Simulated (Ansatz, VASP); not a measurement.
**One calculation of ZrPdSe4, two programs**

```
Zr Pd Se
1.0
     4.92781    0.00000    0.00000
    -2.46391    4.26761    0.00000
     0.00000    0.00000    5.74592
Zr Pd Se
1 1 4
Direct
  0.00000 0.00000 0.50000
  0.00000 0.00000 0.00000
  0.66667 0.33333 0.27487
  0.33333 0.66667 0.72513
  0.33333 0.66667 0.27487
  0.66667 0.33333 0.72513
```

Change from the starting cell: species swapped into the MgAlB4 type (P6/mmm, No. 191).

Alike in both runs: functional PBE; k mesh 12 × 12 × 8; occupations gaussian, width 0.1 eV; no spin polarisation.

Ansatz relaxed the structure, and its values are those at the end. VASP's run is a single point on that final structure, the one shown.

```csv
,VASP,Ansatz
version,VASP 6.6.1,Ansatz 0.2.0
potentials or method,"VASP PAW PBE potentials, release 64 (Zr_sv, Pd, Se), cutoff 520 eV","scalar-relativistic, plane waves, PAW"
valence electrons in the cell,46,94
```

|  | VASP | Ansatz | Ansatz less VASP |
| --- | --- | --- | --- |
| gap on the k mesh at the Fermi level (eV) | none | none | - |
| pressure (GPa) | 0.1 | 0.0 | -0.06 |
| rms of the force components (eV/Å) | 0.004 | 0.000 | -0.0044 |

A gap of «none» marks a metal or a gap that the smearing closes. The functional is the same, so the differences come from potentials, cutoffs and numerics. VASP's potentials hold 46 valence electrons a cell and Ansatz's 94, so a difference there can come from the potentials and not from the codes.
